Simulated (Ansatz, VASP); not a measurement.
**One calculation of MgO, two programs**

File INCAR:

```
  PREC = Accurate
  ENCUT = 520
  EDIFF = 1E-6
  ISMEAR = 0
  SIGMA = 0.01
  LREAL = False
  LASPH = True
  NELM = 100
  ALGO = Normal
  ISIF = 2
  LWAVE = False
  LCHARG = False
  GGA = PE
  NBANDS = 16
```

KPOINTS

```
regular mesh
0
Gamma
  9 9 4
```

POSCAR

```
MgO
1.0
    2.9580674115      0.0000000000      0.0000000000
   -1.4790337058      2.5617615245      0.0000000000
    0.0000000000      0.0000000000      5.1566988608
Mg O
2 2
Direct
    0.0000000000      0.0000000000      0.0000000000
    0.0000000000      0.0000000000      0.5000000000
    0.3333333333      0.6666666667      0.2500000000
    0.6666666667      0.3333333333      0.7500000000
```

Input for Ansatz:

```yaml
crystal:
  lattice:
    - [2.9580674115, 0.0, 0.0]
    - [-1.4790337058, 2.5617615245, 0.0]
    - [0.0, 0.0, 5.1566988608]
  atoms:
    - { symbol: Mg, position: [0.0, 0.0, 0.0] }
    - { symbol: Mg, position: [0.0, 0.0, 0.5] }
    - { symbol: O, position: [0.3333333333, 0.6666666667, 0.25] }
    - { symbol: O, position: [0.6666666667, 0.3333333333, 0.75] }
kpoints:
  mp_grid: { grid: [9, 9, 4] }
hamiltonian:
  xc: pbe
scf:
  occupations: { method: fixed }
  n_extra_bands: 5
output:
  forces: true
  stress: true
  eigenvalues: true
```

Alike in both runs: task single point; functional PBE; k mesh 9 × 9 × 4; no spin polarisation.

```csv
,VASP,Ansatz
version,VASP 6.6.1,Ansatz 0.2.0
potentials or method,"VASP PAW PBE potentials, release 64 (Mg, O)","plane waves, PAW"
plane-wave cutoff (eV),520,420
occupations,"gaussian, width 0.01 eV",fixed
valence electrons in the cell,16,32
```

Ansatz gave:

```
gap on the k mesh at the Fermi level (eV) : 4.13
pressure (GPa)                            : 0.0
```

What did VASP give for the same quantities?

gap on the k mesh at the Fermi level (eV): 4.11; pressure (GPa): -0.7.

VASP's potentials hold 16 valence electrons a cell and Ansatz's 32, so a difference there can come from the potentials and not from the codes.
